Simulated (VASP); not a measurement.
# AlRu (P4mm) in VASP: a series of runs, part 2 of 2

VASP 6.6.1. The steps go on from the part before.

### 3 Single point, PBEsol (all Ru atoms moved +0.013 Å, as atom 2 along Cartesian [0 0 1])

INCAR

```
PREC = Accurate ; ENCUT = 520
EDIFF = 1E-7 ; ISMEAR = 0
SIGMA = 0.15 ; LREAL = F
LASPH = T ; NELM = 60
ALGO = Fast ; ISIF = 2
LWAVE = F ; LCHARG = T
GGA = PS ; LELF = T
LVHAR = T ; NBANDS = 16
```

KPOINTS

```
Automatic mesh
0
Gamma
  20 20 20
```

POSCAR

```
AlRu
1.0
    2.9764078228      0.0000000000      0.0000000000
    0.0000000000      2.9764078228      0.0000000000
    0.0000000000      0.0000000000      2.9764078228
Al Ru
1 1
Direct
    0.0000000000      0.0000000000      0.0000000000
    0.5000000000      0.5000000000      0.5041996933
```

Potentials or basis: VASP PAW PBE potentials, release 64 (Al, Ru_pv).

Command:

```sh
$ cat potpaw_PBE.64/Al/POTCAR potpaw_PBE.64/Ru_pv/POTCAR > POTCAR
$ mpirun -np 1 vasp_std > vasp.out
```

OUTCAR:

```text
PREC = Accurate
   ENCUT = 520
   EDIFF = 1E-7
   ISMEAR = 0
   LREAL = F
   LASPH = T
   NELM = 60
   ISIF = 2
   GGA = PS

 ion  position               nearest neighbor table
   1  0.000  0.000  0.000-   2 2.57   2 2.57   2 2.57   2 2.57   2 2.58   2 2.58   2 2.58   2 2.58

   2  0.500  0.500  0.504-   1 2.57   1 2.57   1 2.57   1 2.57   1 2.58   1 2.58   1 2.58   1 2.58

  LATTYP: Found a simple cubic cell.
 ALAT       =     2.9764078228

  Lattice vectors:

 A1 = (   2.9764078228,   0.0000000000,   0.0000000000)
 A2 = (   0.0000000000,   2.9764078228,   0.0000000000)
 A3 = (   0.0000000000,   0.0000000000,   2.9764078228)

Analysis of symmetry for initial positions (statically):
=====================================================================
 Subroutine PRICEL returns:
 Original cell was already a primitive cell.

 Routine SETGRP: Setting up the symmetry group for a
 simple cubic supercell.

 Subroutine GETGRP returns: Found  8 space group operations
 (whereof  8 operations were pure point group operations)
 out of a pool of 48 trial point group operations.

The static configuration has the point symmetry C_4v.

Analysis of symmetry for dynamics (positions and initial velocities):
=====================================================================
 Subroutine PRICEL returns:
 Original cell was already a primitive cell.

 Routine SETGRP: Setting up the symmetry group for a
 simple cubic supercell.

 Subroutine GETGRP returns: Found  8 space group operations
 (whereof  8 operations were pure point group operations)
 out of a pool of 48 trial point group operations.

The dynamic configuration has the point symmetry C_4v.

 Subroutine INISYM returns: Found  8 space group operations
 (whereof  8 operations are pure point group operations),
 and found     1 'primitive' translations

[... 105 lines left out ...]
   NELECT =      17.0000    total number of electrons
   NUPDOWN=      -1.0000    fix difference up-down
   EMIN   =  10.00;   EMAX   =-10.00  energy-range for DOS
   EFERMI =   0.00;   METHOD = LEGACY
   ISMEAR =     0;   SIGMA  =   0.15  broadening in eV -4-tet -1-fermi 0-gaus
   EFERMI_NEDOS =   21; number of points for ismear=-14 and -15
   IALGO  =     68    algorithm
   IMIX   =      4    mixing-type and parameters
     AMIX     =   0.40;   BMIX     =  1.00
     AMIX_MAG =   1.60;   BMIX_MAG =  1.00
  volume/ion in A,a.u.               =      13.18        88.97
  Fermi-wavevector in a.u.,A,eV,Ry     =   1.414269  2.672581 27.213787  2.000157
  Thomas-Fermi vector in A             =   2.535829
   LORBIT       =      0    0 simple, 1 ext, 2 COOP (PROOUT), +10 PAW based schemes
   GGA     = PS    functional components
   LHFCALC =     F    Hartree Fock is set to
   AEXX    =    0.0000 exact exchange contribution
   IVDW    =     0    specifies the selected vdW correction
   LEPSILON=     F    determine dielectric tensor
   LRPA    =     F    only Hartree local field effects (RPA)
 non-spin polarized calculation
 RMM-DIIS sequential band-by-band and
 Gauss-broadening in eV      SIGMA  =   0.15
  energy-cutoff  :      520.00
  volume of cell :       26.37
 maximum number of plane-waves:       739
 NGX is ok and might be reduce to    24
   NGX = 11   NGY = 11   NGZ = 11

 number of electron      16.9999997 magnetization

 Free energy of the ion-electron system (eV)
  ---------------------------------------------------
  ext. energy  EPLUGINS =         0.00000000
  ---------------------------------------------------
  free energy    TOTEN  =       -15.52717021 eV

  energy without entropy =      -15.50908074  energy(sigma->0) =      -15.51812548

 E-fermi :  10.8097     XC(G=0): -12.7661

 val. band max:       10.8056381083   @ k =   0.2000   0.2000   0.5000
 cond. band min:      10.8130043649   @ k =   0.3500   0.4500   0.4500
 fundamental gap:      0.0073662566
 Fermi energy:        10.8096518508

 k-point     1 :       0.0000    0.0000    0.0000
  band No.  band energies     occupation
      1     -30.9058      2.00000
      2     -30.9058      2.00000
      3     -30.9057      2.00000
      4       1.0400      2.00000
      5       7.1373      2.00000
      6       7.1374      2.00000
[... 433 lines left out ...]
      3     -30.9034      2.00000
      4       1.2828      2.00000
      5       7.2213      2.00000
      6       7.2264      2.00000
[... 8 lines left out ...]
     15      22.8067      0.00000
     16      26.9179      0.00000

 [... further k-points ...]
[... 5 lines left out ...]
  --------------------------------------------------------------------------------------
  -------------------------------------------------------------------------------------
  Total        0.0100556      0.0100556      0.0078353      0.0000000      0.0000000      0.0000000
  in kB        0.6109998      0.6109998      0.4760894      0.0000000      0.0000000      0.0000000
  external PRESSURE =       0.5660297 kB  Pullay stress =       0.0000000 kB

 VOLUME and BASIS-vectors are now :
 -----------------------------------------------------------------------------
  energy-cutoff  :      520.00
  volume of cell :       26.37
      direct lattice vectors                 reciprocal lattice vectors
     2.976407823  0.000000000  0.000000000     0.335975464  0.000000000  0.000000000
     0.000000000  2.976407823  0.000000000     0.000000000  0.335975464  0.000000000
     0.000000000  0.000000000  2.976407823     0.000000000  0.000000000  0.335975464

 POSITION                                       TOTAL-FORCE (eV/Angst)
 -----------------------------------------------------------------------------------
      0.00000      0.00000      0.00000         0.000000      0.000000      0.102085
      1.48820      1.48820      1.50070         0.000000     -0.000000     -0.102085
 -----------------------------------------------------------------------------------
    total drift:                                0.000000     -0.000000      0.000081

  FREE ENERGIE OF THE ION-ELECTRON SYSTEM (eV)
  ---------------------------------------------------
  free  energy   TOTEN  =       -15.5271702115 eV

  energy  without entropy=      -15.5090807429  energy(sigma->0) =      -15.51812548
```

OSZICAR:

```text
N       E                     dE             d eps       ncg     rms          rms(c)
DAV:   1     0.115046642156E+03    0.11505E+03   -0.91439E+03 23816   0.989E+02
DAV:   2    -0.144445408592E+02   -0.12949E+03   -0.12345E+03 27304   0.294E+02
DAV:   3    -0.163122665961E+02   -0.18677E+01   -0.18618E+01 29784   0.367E+01
DAV:   4    -0.163258107884E+02   -0.13544E-01   -0.13525E-01 29360   0.328E+00
DAV:   5    -0.163259971061E+02   -0.18632E-03   -0.18611E-03 28184   0.370E-01    0.136E+01
RMM:   6    -0.156237668047E+02    0.70223E+00   -0.23264E+00 23907   0.118E+01    0.240E+00
RMM:   7    -0.155454995674E+02    0.78267E-01   -0.13924E-01 24637   0.305E+00    0.205E+00
RMM:   8    -0.155274660973E+02    0.18033E-01   -0.17101E-02 25681   0.923E-01    0.199E-01
RMM:   9    -0.155271745560E+02    0.29154E-03   -0.13244E-03 26632   0.301E-01    0.134E-01
RMM:  10    -0.155271707638E+02    0.37922E-05   -0.19491E-04 27959   0.128E-01    0.317E-02
RMM:  11    -0.155271716994E+02   -0.93564E-06   -0.47581E-05 27754   0.571E-02    0.223E-02
RMM:  12    -0.155271700466E+02    0.16528E-05   -0.13762E-05 28503   0.308E-02    0.101E-02
RMM:  13    -0.155271700457E+02    0.97202E-09   -0.20065E-06 28115   0.128E-02    0.566E-03
RMM:  14    -0.155271701694E+02   -0.12369E-06   -0.53801E-07 26090   0.689E-03    0.609E-03
RMM:  15    -0.155271702115E+02   -0.42170E-07   -0.13755E-07 19310   0.337E-03
   1 F= -.15527170E+02 E0= -.15518125E+02  d E =-.180895E-01
```

stdout:

```text
POSCAR found type information on POSCAR AlRu
 POSCAR found :  2 types and       2 ions
 scaLAPACK will be used
 -----------------------------------------------------------------------------
|                                                                             |
|                                                                             |
|     You enforced a specific xc type in the INCAR file but a different       |
|     I HOPE YOU KNOW WHAT YOU ARE DOING!                                     |
|                                                                             |
 -----------------------------------------------------------------------------

 LDA part: xc-table for (Slater+PW92), standard interpolation
 POSCAR, INCAR and KPOINTS ok, starting setup
 FFT: planning ... GRIDC
 FFT: planning ... GRID_SOFT
 FFT: planning ... GRID
 WAVECAR not read
 entering main loop
WARNING in EDDRMM: call to ZHEGV failed, returncode =   8  4     16
WARNING in EDDRMM: call to ZHEGV failed, returncode =   6  3     15
WARNING in EDDRMM: call to ZHEGV failed, returncode =   8  4     15
WARNING in EDDRMM: call to ZHEGV failed, returncode =   8  4     16
```

Wall time 3.2 min (1 thread of Intel Xeon Platinum 8488C (Sapphire Rapids), shared host); peak memory 0.39 GiB.

What came out:

| Quantity | Value |
| --- | --- |
| Free energy | -15.5272 eV |
| Pressure | 0.1 GPa |
| Largest force | 0.102 eV/Å |

Forces on the atoms (eV/Å):
```
Al   0.000  0.000  0.102
Ru   0.000  0.000 -0.102
```

Levels at points of the mesh, in eV from the Fermi level:
| k point | band 6 | band 7 | band 8 | band 9 | band 10 | band 11 | band 12 | band 13 |
| --- | --- | --- | --- | --- | --- | --- | --- | --- |
| (0.00, 0.00, 0.00) | -3.67 | 0.20 | 0.20 | 0.20 | 6.15 | 6.15 | 6.15 | 11.09 |
| (0.50, 0.00, 0.00) | -2.85 | -1.63 | -1.63 | 0.46 | 2.34 | 7.45 | 11.08 | 11.08 |
| (0.00, 0.00, 0.50) | -2.85 | -1.63 | -1.63 | 0.46 | 2.34 | 7.45 | 11.08 | 11.08 |
| (0.50, 0.50, 0.00) | -1.38 | -1.38 | -1.19 | -1.19 | 1.57 | 5.38 | 6.44 | 10.73 |
| (0.00, 0.50, 0.50) | -1.37 | -1.37 | -1.19 | -1.19 | 1.57 | 5.38 | 6.44 | 10.73 |
| (0.50, 0.50, 0.50) | -4.71 | 1.67 | 1.67 | 2.70 | 4.14 | 4.14 | 4.14 | 8.72 |

Caveat: the cell differs from its parent crystal (all Ru atoms moved +0.013 Å, as atom 2 along Cartesian [0 0 1]); the PAW data sets were made with another functional, which shifts forces and pressure a little.
